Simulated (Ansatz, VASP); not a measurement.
# TaN in VASP and in Ansatz

```xyz
6
Lattice="5.6215 0.0000 0.0000 -2.8107 4.8684 0.0000 0.0000 0.0000 3.1359" Properties=species:S:1:pos:R:3 pbc="T T T"
Ta    0.0000    0.0000    0.0000
Ta    0.0000    3.2456    1.5679
Ta    2.8107    1.6228    1.5679
N     2.8107    0.0000    0.0000
N     1.4054    2.4342    0.0000
N    -1.4054    2.4342    0.0000
```

Change from the starting cell: strain +0.080 along x and y, +0.080 along z, atoms carried along.

Alike in both runs: task single point; functional PBEsol; k mesh 12 × 12 × 16; occupations gaussian, width 0.15 eV; no spin polarisation.

|  | VASP | Ansatz |
| --- | --- | --- |
| version | VASP 6.6.1 | Ansatz 0.2.0 |
| potentials or method | VASP PAW PBE potentials, release 64 (Ta_pv, N), cutoff 520 eV | scalar-relativistic, plane waves, PAW |
| valence electrons in the cell | 48 | 54 |

Ansatz gave:

```
gap on the k mesh at the Fermi level (eV)                     : none
pressure (GPa)                                                : -44.9
traceless stress, the component that is largest in VASP (GPa) : -11.34
```

**Question.** What did VASP give for the same quantities?

**Answer.** gap on the k mesh at the Fermi level (eV): none; pressure (GPa): -44.6; traceless stress, the component that is largest in VASP (GPa): -11.27.

VASP's potentials were made for PBE, not for PBEsol. A gap of «none» marks a metal or a gap that the smearing closes. Both programs put the cell under strong tension, so it lies far from rest at this level. VASP's potentials hold 48 valence electrons a cell and Ansatz's 54, so a difference there can come from the potentials and not from the codes.

Spin-orbit coupling is off throughout. Noted on VASP's run: the cell as given lies far from equilibrium.
